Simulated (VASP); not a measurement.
A run of VASP 6.6.1 is set up as follows.

The input POSCAR:

```
HfO2
1.0
    0.0000000000      2.5291823194      2.5291823194
    2.5291823194      0.0000000000      2.5291823194
    2.5291823194      2.5291823194      0.0000000000
Hf O
1 2
Direct
    0.0000000000      0.0000000000      0.0000000000
    0.2500000000      0.2500000000      0.2500000000
    0.7500000000      0.7500000000      0.7500000000
```

INCAR.step1

```
SYSTEM = HfO2
PREC = Accurate
ENCUT = 520
EDIFF = 1E-5
ISMEAR = 0
SIGMA = 0.01
LREAL = .False.
LASPH = .True.
NELM = 100
ALGO = Normal
ISIF = 2
LWAVE = .True.
GGA = PE
NBANDS = 18
```

Contents of INCAR.step2:

```
SYSTEM = HfO2
PREC = Accurate
ENCUT = 520
EDIFF = 1E-6
ISMEAR = 0
SIGMA = 0.01
LREAL = .False.
LASPH = .True.
NELM = 100
ALGO = Normal
ISIF = 2
LWAVE = .False.
LCHARG = .True.
GGA = PE
LHFCALC = .True.
AEXX = 0.75
HFSCREEN = 0.5
PRECFOCK = Normal
LELF = .True.
LVHAR = .True.
ISTART = 1
NBANDS = 18
```

Contents of KPOINTS:

```
regular mesh
0
Gamma
  4 4 4
  0 0 0
```

Potentials or basis: VASP PAW PBE potentials, release 64 (Hf_pv, O).

Launch:

```sh
$ cat potpaw_PBE.64/Hf_pv/POTCAR potpaw_PBE.64/O/POTCAR > POTCAR
$ cp INCAR.step1 INCAR
$ mpirun -np 1 vasp_std > vasp.out
$ cp INCAR.step2 INCAR
$ mpirun -np 1 vasp_std > vasp.out
```

Task: Predict the pressure.

Result: -15.6 GPa.

Task: Estimate the band gap on the k mesh.

Result: 6.59 eV.

Caveat: the k points lie up to 0.54 Å⁻¹ apart; the PAW data sets were made with another functional, which shifts forces and pressure a little; spin-orbit coupling is left out, which moves the levels of the heavy elements. A k mesh can miss the band edges.
